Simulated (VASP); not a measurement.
# Si (Fd-3m) in VASP: notebook, part 3 of 3

VASP 6.6.1. The steps go on from the part before.

### Step 5. Single point, r2SCAN

This run uses another cell than the first one, of 20.17 Å³/atom.

The input, POSCAR:

```
Si
1.0
    0.0000000000      2.7221210643      2.7221210643
    2.7221210643      0.0000000000      2.7221210643
    2.7221210643      2.7221210643      0.0000000000
Si
2
Direct
    0.7500000000      0.7500000000      0.7500000000
    0.5000000000      0.5000000000      0.5000000000
```

The input, INCAR.step1:

```
SYSTEM = Si
PREC     = Accurate       ! precision mode
ENCUT    = 520            ! plane-wave cutoff, eV
ISMEAR   = -1             ! smearing method
SIGMA    = 0.02           ! smearing width, eV
LREAL    = .FALSE.        ! projectors in reciprocal space
LASPH    = .TRUE.         ! aspherical terms in the spheres
NELM     = 100            ! most SCF steps
NBANDS   = 11             ! bands
GGA      = PE             ! functional
ALGO     = Normal         ! electronic algorithm
EDIFF    = 1E-4           ! SCF threshold, eV
LWAVE    = .TRUE.         ! write WAVECAR
LCHARG   = .FALSE.        ! write CHGCAR
```

The input, INCAR.step2:

```
SYSTEM = Si
PREC     = Accurate       ! precision mode
ENCUT    = 520            ! plane-wave cutoff, eV
EDIFF    = 1E-6           ! SCF threshold, eV
ISMEAR   = -1             ! smearing method
SIGMA    = 0.02           ! smearing width, eV
LREAL    = .FALSE.        ! projectors in reciprocal space
LASPH    = .TRUE.         ! aspherical terms in the spheres
NELM     = 100            ! most SCF steps
ALGO     = Normal         ! electronic algorithm
ISIF     = 2              ! what is computed and relaxed
LWAVE    = .FALSE.        ! write WAVECAR
LCHARG   = .FALSE.        ! write CHGCAR
METAGGA  = R2SCAN         ! meta-GGA
LMIXTAU  = .TRUE.       
NBANDS   = 11             ! bands
ISTART   = 1
```

The input, KPOINTS:

```
regular mesh
0
G
  8 8 8
  0 0 0
```

Potentials or basis: VASP PAW PBE potentials, release 64 (Si).

Launch:

```
> cat potpaw_PBE.64/Si/POTCAR > POTCAR
> cp INCAR.step1 INCAR
> mpirun -np 1 vasp_std > vasp.out
> cp INCAR.step2 INCAR
> mpirun -np 1 vasp_std > vasp.out
```

OUTCAR:

```text
SYSTEM = Si
   PREC = Accurate
   ENCUT = 520
   EDIFF = 1E-6
   ISMEAR = -1
   LREAL = .FALSE.
   LASPH = .TRUE.
   NELM = 100
   ISIF = 2
   METAGGA = R2SCAN
   ISTART = 1

 ion  position               nearest neighbor table
   1  0.750  0.750  0.750-   2 2.36   2 2.36   2 2.36   2 2.36
   2  0.500  0.500  0.500-   1 2.36   1 2.36   1 2.36   1 2.36

  LATTYP: Found a face centered cubic cell.
 ALAT       =     5.4442421286

  Lattice vectors:

[... 524 lines left out ...]

------------------------ aborting loop because EDIFF is reached ----------------------------------------

  FORCE on cell =-STRESS in cart. coord.  units (eV):
  Direction    XX          YY          ZZ          XY          YZ          ZX
  --------------------------------------------------------------------------------------
  -------------------------------------------------------------------------------------
  Total       -0.0580754     -0.0580754     -0.0580754     -0.0000000      0.0000000     -0.0000000
  in kB       -2.3064827     -2.3064827     -2.3064827     -0.0000000      0.0000000     -0.0000000
  external PRESSURE =      -2.3064827 kB  Pullay stress =       0.0000000 kB

 VOLUME and BASIS-vectors are now :
 -----------------------------------------------------------------------------
  energy-cutoff  :      520.00
  volume of cell :       40.34
      direct lattice vectors                 reciprocal lattice vectors
     0.000000000  2.722121064  2.722121064    -0.183680295  0.183680295  0.183680295
     2.722121064  0.000000000  2.722121064     0.183680295 -0.183680295  0.183680295
     2.722121064  2.722121064  0.000000000     0.183680295  0.183680295 -0.183680295

 POSITION                                       TOTAL-FORCE (eV/Angst)
 -----------------------------------------------------------------------------------
      4.08318      4.08318      4.08318         0.000000      0.000000      0.000000
      2.72212      2.72212      2.72212        -0.000000     -0.000000     -0.000000
 -----------------------------------------------------------------------------------
    total drift:                                0.000000     -0.000000     -0.000000

  FREE ENERGIE OF THE ION-ELECTRON SYSTEM (eV)
  ---------------------------------------------------
  free  energy   TOTEN  =       -17.5471402807 eV

  energy  without entropy=      -17.5471402806  energy(sigma->0) =      -17.54714028
```

OUTCAR.step1:

```text
SYSTEM = Si
   PREC = Accurate
   ENCUT = 520
   ISMEAR = -1
   LREAL = .FALSE.
   LASPH = .TRUE.
[... 559 lines left out ...]
      4.08318      4.08318      4.08318         0.000000      0.000000      0.000000
      2.72212      2.72212      2.72212        -0.000000     -0.000000     -0.000000
 -----------------------------------------------------------------------------------
    total drift:                                0.000000     -0.000000     -0.000000

  FREE ENERGIE OF THE ION-ELECTRON SYSTEM (eV)
  ---------------------------------------------------
  free  energy   TOTEN  =       -10.8439781930 eV

  energy  without entropy=      -10.8439781913  energy(sigma->0) =      -10.84397819
```

Wall time 24 s (1 thread of Intel Xeon 6975P-C (Granite Rapids), shared host); peak memory 0.16 GiB.

Results:

```yaml
Free_energy: -17.5471 eV
Pressure: -0.2 GPa
Band_gap_on_the_k_mesh: 0.83 eV (least direct gap 2.75 eV)
```

Caveat: the PAW data sets were made with another functional, which shifts forces and pressure a little. r2SCAN opens gaps a little over a GGA but as a rule still falls short of measured ones.

### Step 6. Relaxation of cell and atoms, PBE

This run uses another cell than the first one, of 19.98 Å³/atom.

The input, INCAR:

```
  ALGO = Normal
  EDIFF = 1E-7
  EDIFFG = -0.005
  ENCUT = 600
  GGA = PE
  IBRION = 2
  ISIF = 3
  ISMEAR = -1
  LASPH = T
  LCHARG = F
  LREAL = F
  LWAVE = F
  NELM = 100
  NSW = 80
  PREC = Accurate
  SIGMA = 0.02
```

The input, KPOINTS:

```
k-points
0
Gamma
  8 8 8
```

The input, POSCAR:

```
Si
1.0
    0.0000000000      2.7135600000      2.7135600000
    2.7135600000      0.0000000000      2.7135600000
    2.7135600000      2.7135600000      0.0000000000
Si
2
Direct
    0.7500000000      0.7500000000      0.7500000000
    0.5000000000      0.5000000000      0.5000000000
```

Potentials or basis: VASP PAW PBE potentials, release 64 (Si).

Launch:

```
> cat potpaw_PBE.64/Si/POTCAR > POTCAR
> mpirun -np 1 vasp_std > vasp.out
```

Run time: 9.5 s. Hardware: 1 thread of Intel Xeon 6975P-C (Granite Rapids), shared host; peak memory 0.17 GiB.

It converged, with:

* Free energy: -10.8462 eV
* Relaxed volume: 20.44 Å³/atom
* Relaxed cell: a = 3.867 Å, b = 3.867 Å, c = 3.867 Å, α = 60.00°, β = 60.00°, γ = 60.00°
* Space group after relaxing (to 0.1 Å): Fd-3m (No. 227)
* Energy gained by relaxing: 3.0 meV/atom
* Ionic steps: 3
* Pressure after relaxing: 0.0 GPa
* Band gap on the k mesh: 0.65 eV (least direct gap 2.56 eV)

The path:
```csv
step,energy change (eV),largest force (eV/Å),pressure (GPa),volume (Å³)
1,0.0000,0.0000,2.15,39.96
2,-0.0033,0.0000,-1.34,41.53
3,-0.0061,0.0000,0.00,40.89
```

Final structure:
```
Si
1.0
     0.00000    2.73437    2.73437
     2.73437    0.00000    2.73437
     2.73437    2.73437    0.00000
Si
2
Direct
  0.75000 0.75000 0.75000
  0.50000 0.50000 0.50000
```

Levels at points of the mesh, in eV from the valence-band top:
```tsv
k point	band 1	band 2	band 3	band 4	band 5	band 6	band 7	band 8
(0.00, 0.00, 0.00)	-11.81	0.00	0.00	0.00	2.56	2.56	2.56	3.13
(0.50, 0.00, 0.00)	-9.54	-6.87	-1.18	-1.18	1.47	3.35	3.35	7.70
(0.50, 0.50, 0.00)	-7.75	-7.75	-2.79	-2.79	0.75	0.75	9.94	9.94
```

A k mesh can miss the band edges. Zero-point motion and thermal expansion aren't in these numbers.

### Step 7. Overview

| task | level | potentials or basis | cell | cutoff (eV) | gap on the mesh (eV) | pressure (GPa) |
| --- | --- | --- | --- | --- | --- | --- |
| single point | PBE | VASP PAW PBE potentials, release 64 (Si) | a = 3.868 Å, angles 60.0°, 2 atoms | 520 | 0.65 | 0.0 |
| single point | PBEsol | VASP PAW PBE potentials, release 64 (Si) | a = 3.842 Å, angles 60.0°, 2 atoms | 520 | 0.51 | 0.1 |
| single point | LDA | VASP PAW LDA potentials, release 64 (Si) | a = 3.820 Å, angles 60.0°, 2 atoms | 520 | 0.49 | 0.0 |
| single point | r2SCAN | VASP PAW PBE potentials, release 64 (Si) | a = 3.850 Å, angles 60.0°, 2 atoms | 520 | 0.83 | -0.2 |
| relaxation of cell and atoms | PBE | VASP PAW PBE potentials, release 64 (Si) | relaxed from a = 3.838 Å, angles 60.0°, 2 atoms | 600 | 0.65 | 0.0 |

Alike in all rows: no spin polarisation; k mesh 8 × 8 × 8; smearing fermi-dirac 0.02 eV.

Caveats: the PAW data sets were made with another functional, which shifts forces and pressure a little (at least some runs).

Total energies depend on the potentials used, so only differences within one code and one set of settings carry meaning.
